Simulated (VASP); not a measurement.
# Fe3PbO4 (P4/mmm) in VASP: single point with PBE

Aim: the single point of Fe3PbO4 with PBE.

Everything below comes from runs of VASP 6.6.1. Logs are shortened: lines on timing, memory, paths and dates and some standing lists are left out, and cuts for length are marked.

**1. The cell of the first run**

Symmetry: P4/mmm, No. 123, tetragonal system. The conventional cell has a = 3.713 Å, b = 3.713 Å, c = 6.231 Å, α = 90.00°, β = 90.00°, γ = 90.00°. Fe (site symmetry 4/mmm) has 8 O at 2.28 Å and 8 Fe at 2.89 Å and 2 Pb at 3.12 Å within 3.2 Å. Fe (site symmetry 4mm) has 4 O at 1.86 Å and 1 Fe at 2.42 Å within 2.5 Å. Pb (site symmetry 4/mmm) has 8 O at 2.58 Å and 10 Fe at 3.12 to 3.25 Å within 3.4 Å. O (site symmetry 2mm) has 4 Fe at 1.86 to 2.28 Å and 2 Pb at 2.58 Å and 5 O at 2.63 to 2.65 Å within 2.7 Å.

**2. Single point, PBE, collinear spin, ferromagnetic start (10.74 Å³/atom)**

The input, INCAR:

```
SYSTEM = Fe3PbO4
PREC = Accurate ; ENCUT = 600
EDIFF = 1E-6 ; ISMEAR = 0
SIGMA = 0.1 ; LREAL = .False.
LASPH = .True. ; NELM = 200
ALGO = Normal ; ISIF = 2
LWAVE = .False. ; LCHARG = .True.
ISPIN = 2 ; MAGMOM = 3.78 2.95 2.95 0 0.2 0.2 0.2 0.2
LORBIT = 11 ; LMAXMIX = 4
GGA = PE ; LELF = .True.
LVHAR = .True. ; NBANDS = 45
GGA_COMPAT = .False.
```

The input, KPOINTS:

```
regular mesh
0
Gamma
  8 8 6
  0 0 0
```

The input, POSCAR:

```
Fe3PbO4
1.0
    3.7133399150      0.0000000000      0.0000000000
    0.0000000000      3.7133399150      0.0000000000
    0.0000000000      0.0000000000      6.2311335649
Fe Pb O
3 1 4
Direct
    0.0000000000      0.0000000000      0.0000000000
    0.5000000000      0.5000000000      0.8061070516
    0.5000000000      0.5000000000      0.1938929484
    0.0000000000      0.0000000000      0.5000000000
    0.0000000000      0.5000000000      0.7869991381
    0.5000000000      0.0000000000      0.7869991381
    0.0000000000      0.5000000000      0.2130008619
    0.5000000000      0.0000000000      0.2130008619
```

Potentials or basis: VASP PAW PBE potentials, release 64 (Fe, Pb_d, O).

Started as:

```
cat potpaw_PBE.64/Fe/POTCAR potpaw_PBE.64/Pb_d/POTCAR potpaw_PBE.64/O/POTCAR > POTCAR
mpirun -np 1 vasp_std > vasp.out
```

OUTCAR:

```text
SYSTEM = Fe3PbO4
   PREC = Accurate
   ENCUT = 600
   EDIFF = 1E-6
   ISMEAR = 0
   LREAL = .False.
   LASPH = .True.
   NELM = 200
   ISIF = 2
   ISPIN = 2
   LORBIT = 11
   GGA = PE

 ion  position               nearest neighbor table
   1  0.000  0.000  0.000-   5 2.28   6 2.28   7 2.28   8 2.28   5 2.28   7 2.28   6 2.28   8 2.28
                             2 2.89   3 2.89   2 2.89   3 2.89   2 2.89   3 2.89   2 2.89   3 2.89
   2  0.500  0.500  0.806-   5 1.86   6 1.86   6 1.86   5 1.86   3 2.42   1 2.89   1 2.89   1 2.89
                             1 2.89   4 3.25   4 3.25   4 3.25   4 3.25
   3  0.500  0.500  0.194-   7 1.86   8 1.86   8 1.86   7 1.86   2 2.42   1 2.89   1 2.89   1 2.89
                             1 2.89   4 3.25   4 3.25   4 3.25   4 3.25
   4  0.000  0.000  0.500-   5 2.58   6 2.58   7 2.58   8 2.58   5 2.58   7 2.58   6 2.58   8 2.58
                             1 3.12   1 3.12   3 3.25   2 3.25   2 3.25   3 3.25   2 3.25   3 3.25
   5  0.000  0.500  0.787-   2 1.86   2 1.86   1 2.28   1 2.28   4 2.58   4 2.58
   6  0.500  0.000  0.787-   2 1.86   2 1.86   1 2.28   1 2.28   4 2.58   4 2.58
   7  0.000  0.500  0.213-   3 1.86   3 1.86   1 2.28   1 2.28   4 2.58   4 2.58
   8  0.500  0.000  0.213-   3 1.86   3 1.86   1 2.28   1 2.28   4 2.58   4 2.58

  LATTYP: Found a simple tetragonal cell.
 ALAT       =     3.7133399150
 C/A-ratio  =     1.6780401761

  Lattice vectors:

 A1 = (   3.7133399150,   0.0000000000,   0.0000000000)
 A2 = (   0.0000000000,   3.7133399150,   0.0000000000)
 A3 = (   0.0000000000,   0.0000000000,   6.2311335649)

Analysis of symmetry for initial positions (statically):
=====================================================================
 Subroutine PRICEL returns:
 Original cell was already a primitive cell.

 Routine SETGRP: Setting up the symmetry group for a
 simple tetragonal supercell.

 Subroutine GETGRP returns: Found 16 space group operations
 (whereof 16 operations were pure point group operations)
 out of a pool of 16 trial point group operations.

The static configuration has the point symmetry D_4h.

Analysis of symmetry for dynamics (positions and initial velocities):
=====================================================================
 Subroutine PRICEL returns:
 Original cell was already a primitive cell.

 Routine SETGRP: Setting up the symmetry group for a
 simple tetragonal supercell.

 Subroutine GETGRP returns: Found 16 space group operations
 (whereof 16 operations were pure point group operations)
 out of a pool of 16 trial point group operations.

The dynamic configuration has the point symmetry D_4h.

Analysis of structural, dynamic, and magnetic symmetry:
=====================================================================
 Subroutine PRICEL returns:
 Original cell was already a primitive cell.

 Routine SETGRP: Setting up the symmetry group for a
 simple tetragonal supercell.

 Subroutine GETGRP returns: Found 16 space group operations
 (whereof 16 operations were pure point group operations)
 out of a pool of 16 trial point group operations.

The overall configuration has the point symmetry D_4h.

 Subroutine INISYM returns: Found 16 space group operations
 (whereof 16 operations are pure point group operations),
 and found     1 'primitive' translations

----------------------------------------------------------------------------------------

                                     Primitive cell

  volume of cell :      85.9204

  direct lattice vectors                    reciprocal lattice vectors
     3.713339915  0.000000000  0.000000000     0.269299343  0.000000000  0.000000000
     0.000000000  3.713339915  0.000000000     0.000000000  0.269299343  0.000000000
     0.000000000  0.000000000  6.231133565     0.000000000  0.000000000  0.160484443

  length of vectors
     3.713339915  3.713339915  6.231133565     0.269299343  0.269299343  0.160484443

  position of ions in fractional coordinates (direct lattice)
     0.000000000  0.000000000  0.000000000
     0.500000000  0.500000000  0.806107052
     0.500000000  0.500000000  0.193892948
     0.000000000  0.000000000  0.500000000
     0.000000000  0.500000000  0.786999138
     0.500000000  0.000000000  0.786999138
     0.000000000  0.500000000  0.213000862
     0.500000000  0.000000000  0.213000862

  ion indices of the primitive-cell ions
   primitive index   ion index
                 1           1
                 2           2
                 3           3
                 4           4
                 5           5
                 6           6
                 7           7
                 8           8

----------------------------------------------------------------------------------------

 KPOINTS: regular mesh

Automatic generation of k-mesh.
 Grid dimensions read from file:
 generate k-points for:    8    8    6

 Generating k-lattice:

  Cartesian coordinates                     Fractional coordinates (reciprocal lattice)
     0.033662418  0.000000000  0.000000000     0.125000000  0.000000000  0.000000000
     0.000000000  0.033662418  0.000000000     0.000000000  0.125000000  0.000000000
     0.000000000  0.000000000  0.026747407     0.000000000  0.000000000  0.166666667

  Length of vectors
     0.033662418  0.033662418  0.026747407

  Shift w.r.t. Gamma in fractional coordinates (k-lattice)
     0.000000000  0.000000000  0.000000000

 Subroutine IBZKPT returns following result:
 ===========================================

 Found     60 irreducible k-points:

 Following reciprocal coordinates:
            Coordinates               Weight
  0.000000  0.000000  0.000000      1.000000
  0.125000  0.000000  0.000000      4.000000
  0.250000  0.000000  0.000000      4.000000
  0.375000  0.000000  0.000000      4.000000
  0.500000  0.000000  0.000000      2.000000
  0.125000  0.125000  0.000000      4.000000
[... 16 lines left out ...]
  0.375000  0.125000  0.166667     16.000000
  0.500000  0.125000  0.166667      8.000000
 [... further k-points ...]
   k-points           NKPTS =     60   k-points in BZ     NKDIM =     60   number of bands    NBANDS=     45
   number of dos      NEDOS =    301   number of ions     NIONS =      8
   total plane-waves  NPLWV =  45000
   dimension x,y,z NGX =    30 NGY =   30 NGZ =   50
   dimension x,y,z NGXF=    60 NGYF=   60 NGZF=  100
   ions per type =               3   1   4
   NGX,Y,Z   is equivalent  to a cutoff of  13.43, 13.43, 13.34 a.u.
   NGXF,Y,Z  is equivalent  to a cutoff of  26.86, 26.86, 26.68 a.u.
 SYSTEM =  Fe3PbO4
   PREC   = accura    normal or accurate (medium, high low for compatibility)
   ISTART =      0    job   : 0-new  1-cont  2-samecut
   ICHARG =      2    charge: 1-file 2-atom 10-const
   ISPIN  =      2    spin polarized calculation?
   LNONCOLLINEAR =      F non collinear calculations
   LSORBIT =      F    spin-orbit coupling
   LASPH  =      T    aspherical Exc in radial PAW
   ENCUT  =  600.0 eV  44.10 Ry    6.64 a.u.   7.42  7.42 12.45*2*pi/ulx,y,z
   NELM   =    200;   NELMIN=  2; NELMDL= -5     # of ELM steps
   EDIFF  = 0.1E-05   stopping-criterion for ELM
   LREAL  =      F    real-space projection
   EDIFFG = 0.1E-04   stopping-criterion for IOM
   NSW    =      0    number of steps for IOM
   IBRION =     -1    ionic relax: 0-MD 1-quasi-New 2-CG
   NFREE  =      0    steps in history (QN), initial steepest desc. (CG)
   ISIF   =      2    stress and relaxation
   ISYM   =      2    0-nonsym 1-usesym 2-fastsym
   POTIM  = 0.5000    time-step for ionic-motion
   TEBEG  =    0.0;   TEEND  =   0.0 temperature during run
   PSTRESS=    0.0 pullay stress
   NELECT =      62.0000    total number of electrons
   NUPDOWN=      -1.0000    fix difference up-down
   EMIN   =  10.00;   EMAX   =-10.00  energy-range for DOS
   EFERMI =   0.00;   METHOD = LEGACY
   ISMEAR =     0;   SIGMA  =   0.10  broadening in eV -4-tet -1-fermi 0-gaus
   EFERMI_NEDOS =   21; number of points for ismear=-14 and -15
   IALGO  =     38    algorithm
   IMIX   =      4    mixing-type and parameters
     AMIX     =   0.40;   BMIX     =  1.00
     AMIX_MAG =   1.60;   BMIX_MAG =  1.00
  volume/ion in A,a.u.               =      10.74        72.48
  Fermi-wavevector in a.u.,A,eV,Ry     =   1.468385  2.774845 29.336258  2.156154
  Thomas-Fermi vector in A             =   2.583889
   LORBIT       =     11    0 simple, 1 ext, 2 COOP (PROOUT), +10 PAW based schemes
   GGA     = PE    functional components
   LHFCALC =     F    Hartree Fock is set to
   AEXX    =    0.0000 exact exchange contribution
   IVDW    =     0    specifies the selected vdW correction
   LEPSILON=     F    determine dielectric tensor
   LRPA    =     F    only Hartree local field effects (RPA)
 spin polarized calculation
 Gauss-broadening in eV      SIGMA  =   0.10
  energy-cutoff  :      600.00
  volume of cell :       85.92
 maximum number of plane-waves:      2917
 NGX is ok and might be reduce to    30
   NGX = 15   NGY = 15   NGZ = 25

 number of electron      62.0000000 magnetization      10.4800000

 number of electron      61.9999998 magnetization       9.5175635

 Free energy of the ion-electron system (eV)
  ---------------------------------------------------
  ext. energy  EPLUGINS =         0.00000000
  ---------------------------------------------------
  free energy    TOTEN  =       -54.43386751 eV

  energy without entropy =      -54.41445749  energy(sigma->0) =      -54.42416250

 E-fermi :   7.5361     XC(G=0): -12.2102

 val. band max:        7.5242842297   @ k =   0.2500   0.1250   0.5000
 cond. band min:       7.5382840785   @ k =   0.5000   0.1250   0.1667
 fundamental gap:      0.0139998489
 Fermi energy:         7.5361001008

 spin component 1

 k-point     1 :       0.0000    0.0000    0.0000
  band No.  band energies     occupation
      1     -13.5794      1.00000
      2     -12.9065      1.00000
      3     -12.0832      1.00000
      4     -11.5634      1.00000
      5      -9.6000      1.00000
      6      -9.5841      1.00000
[... 35 lines left out ...]
     42      12.0964      0.00000
     43      15.3880      0.00000
[... 1017 lines left out ...]
      3     -12.3599      1.00000
      4     -11.9273      1.00000
      5      -9.6506      1.00000
      6      -9.6240      1.00000
[... 35 lines left out ...]
     42      13.7147      0.00000
     43      15.5716      0.00000

 [... further k-points ...]

 spin component 2

 k-point     1 :       0.0000    0.0000    0.0000
  band No.  band energies     occupation
      1     -13.2537      1.00000
      2     -12.5634      1.00000
      3     -11.7274      1.00000
      4     -11.1792      1.00000
      5      -9.6004      1.00000
      6      -9.5745      1.00000
[... 35 lines left out ...]
     42      12.6096      0.00000
     43      16.2279      0.00000
[... 1017 lines left out ...]
      3     -12.0150      1.00000
      4     -11.5905      1.00000
      5      -9.6470      1.00000
      6      -9.6322      1.00000
[... 35 lines left out ...]
     42      14.5280      0.00000
     43      15.9874      0.00000

 [... further k-points ...]

 [bands above 43 left out]

------------------------ aborting loop because EDIFF is reached ----------------------------------------

  FORCE on cell =-STRESS in cart. coord.  units (eV):
  Direction    XX          YY          ZZ          XY          YZ          ZX
  --------------------------------------------------------------------------------------
  -------------------------------------------------------------------------------------
  Total       11.2797916     11.2797916     10.3528295      0.0000000     -0.0000000      0.0000000
  in kB      210.3367637    210.3367637    193.0514967      0.0000000     -0.0000000      0.0000000
  external PRESSURE =     204.5750080 kB  Pullay stress =       0.0000000 kB

 VOLUME and BASIS-vectors are now :
 -----------------------------------------------------------------------------
  energy-cutoff  :      600.00
  volume of cell :       85.92
      direct lattice vectors                 reciprocal lattice vectors
     3.713339915  0.000000000  0.000000000     0.269299343  0.000000000  0.000000000
     0.000000000  3.713339915  0.000000000     0.000000000  0.269299343  0.000000000
     0.000000000  0.000000000  6.231133565     0.000000000  0.000000000  0.160484443

 POSITION                                       TOTAL-FORCE (eV/Angst)
 -----------------------------------------------------------------------------------
      0.00000      0.00000      0.00000         0.000000     -0.000000     -0.000000
      1.85667      1.85667      5.02296        -0.000000     -0.000000      0.029920
      1.85667      1.85667      1.20817         0.000000     -0.000000     -0.029920
      0.00000      0.00000      3.11557         0.000000     -0.000000     -0.000000
      0.00000      1.85667      4.90390         0.000000     -0.000000     -0.021182
      1.85667      0.00000      4.90390         0.000000     -0.000000     -0.021182
      0.00000      1.85667      1.32724        -0.000000     -0.000000      0.021182
      1.85667      0.00000      1.32724         0.000000      0.000000      0.021182
 -----------------------------------------------------------------------------------
    total drift:                                0.000000      0.000000     -0.000000

  FREE ENERGIE OF THE ION-ELECTRON SYSTEM (eV)
  ---------------------------------------------------
  free  energy   TOTEN  =       -54.4338675112 eV

  energy  without entropy=      -54.4144574885  energy(sigma->0) =      -54.42416250

 total charge

# of ion       s       p       d       tot
------------------------------------------
    1        0.253   0.310   6.134   6.697
    2        0.453   0.634   6.313   7.400
    3        0.453   0.634   6.313   7.400
    4        1.530   0.471   9.886  11.887
    5        1.572   3.460   0.000   5.032
    6        1.572   3.460   0.000   5.032
    7        1.572   3.460   0.000   5.032
    8        1.572   3.460   0.000   5.032
--------------------------------------------------
tot          8.977  15.887  28.646  53.510

 magnetization (x)

# of ion       s       p       d       tot
------------------------------------------
    1        0.014   0.010   3.443   3.467
    2        0.013   0.001   2.560   2.575
    3        0.013   0.001   2.560   2.575
    4        0.011  -0.009   0.001   0.003
    5        0.014   0.167   0.000   0.181
    6        0.014   0.167   0.000   0.181
    7        0.014   0.167   0.000   0.181
    8        0.014   0.167   0.000   0.181
--------------------------------------------------
tot          0.106   0.672   8.565   9.344
```

It took 33 min on 1 thread of Intel Xeon 8259CL, shared host; peak memory 0.54 GiB.

What came out:

```
Free energy                                           : -54.4339 eV
Pressure                                              : 20.5 GPa
Largest force                                         : 0.030 eV/Å
Net moment                                            : 9.52 μB per cell
Site moments                                          : Fe +3.47, +2.58 (each value once); Pb +0.00; O +0.18 μB
Valence electrons inside the program's atomic spheres : Fe 6.70, 7.40 (each value once); Pb 11.89; O 5.03
```

Forces on the atoms (eV/Å):
```
Fe   0.000  0.000  0.000
Fe   0.000  0.000  0.030
Fe   0.000  0.000 -0.030
Pb   0.000  0.000  0.000
O    0.000  0.000 -0.021
O    0.000  0.000 -0.021
O    0.000  0.000  0.021
O    0.000  0.000  0.021
```

Stress tensor (GPa, compression positive):
```
21.03  0.00  0.00
 0.00 21.03  0.00
 0.00  0.00 19.31
```

Levels at points of the mesh, in eV from the Fermi level:
Spin up:
| k point | band 32 | band 33 | band 34 | band 35 | band 36 | band 37 | band 38 | band 39 |
| --- | --- | --- | --- | --- | --- | --- | --- | --- |
| (0.00, 0.00, 0.00) | -2.31 | -1.60 | -1.36 | -1.36 | -1.36 | -1.31 | 2.96 | 4.02 |
| (0.50, 0.00, 0.00) | -1.25 | -1.21 | -0.87 | -0.68 | -0.62 | 0.38 | 1.44 | 4.77 |
| (0.50, 0.50, 0.00) | -1.29 | -1.14 | -0.95 | -0.95 | 1.75 | 1.75 | 2.30 | 2.73 |
| (0.00, 0.00, 0.50) | -2.29 | -1.61 | -1.54 | -1.54 | -1.54 | -1.28 | 1.70 | 4.47 |
| (0.50, 0.00, 0.50) | -1.42 | -1.35 | -1.10 | -0.81 | -0.38 | -0.21 | 2.40 | 4.70 |
| (0.50, 0.50, 0.50) | -1.41 | -1.41 | -1.41 | -1.07 | 2.71 | 2.71 | 2.74 | 2.75 |
Spin down:
```tsv
k point	band 23	band 24	band 25	band 26	band 27	band 28	band 29	band 30
(0.00, 0.00, 0.00)	-1.65	-1.64	-1.47	-1.47	-0.78	-0.09	0.18	0.18
(0.50, 0.00, 0.00)	-2.74	-1.74	-0.17	0.25	0.47	0.57	0.61	0.70
(0.50, 0.50, 0.00)	-2.26	-0.31	-0.14	0.35	0.35	0.86	0.99	0.99
(0.00, 0.00, 0.50)	-1.88	-1.66	-1.22	-1.22	-0.77	-0.44	-0.11	-0.11
(0.50, 0.00, 0.50)	-1.86	-1.68	-0.46	-0.25	0.18	0.47	0.56	0.66
(0.50, 0.50, 0.50)	-2.20	-0.53	-0.48	0.31	0.68	0.68	0.85	0.85
```

Caveat: the cell stands under pressure; spin-orbit coupling is left out, which moves the levels of the heavy elements; semilocal functionals often make such compounds metallic where correlation or magnetic order opens a gap, which also shifts bond lengths; only a ferromagnetic start was run, and an antiferromagnetic order may lie lower in energy. With open d or f shells a metallic result of PBE can be an artefact of self-interaction; +U or a hybrid may open a gap.
